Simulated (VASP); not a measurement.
Here is a VASP 6.6.1 calculation.

File INCAR:

```
SYSTEM = SiC
PREC = Accurate ; ENCUT = 600
EDIFF = 1E-6 ; ISMEAR = 0
SIGMA = 0.02 ; LREAL = .False.
LASPH = .True. ; NELM = 120
ALGO = Normal ; ISIF = 2
LWAVE = .False. ; LCHARG = .False.
GGA = PE ; NBANDS = 11
GGA_COMPAT = .False.
```

Contents of KPOINTS:

```
regular mesh
0
Gamma
  16 16 16
  0 0 0
```

POSCAR

```
SiC
1.0
    0.0000000000      1.7639857877      1.7639857877
    1.7639857877      0.0000000000      1.7639857877
    1.7639857877      1.7639857877      0.0000000000
C Si
1 1
Direct
    0.0000000000      0.0000000000      0.0000000000
    0.5000000000      0.5000000000      0.5000000000
```

Potentials or basis: VASP PAW PBE potentials, release 64 (C, Si).

Command:

```bash
$ cat potpaw_PBE.64/C/POTCAR potpaw_PBE.64/Si/POTCAR > POTCAR
$ mpirun -np 1 vasp_std > vasp.out
```

Predict the band gap on the k mesh.

0.22 eV, indirect (least direct gap 6.38 eV).

Predict the pressure.

249.2 GPa.

A k mesh can miss the band edges.
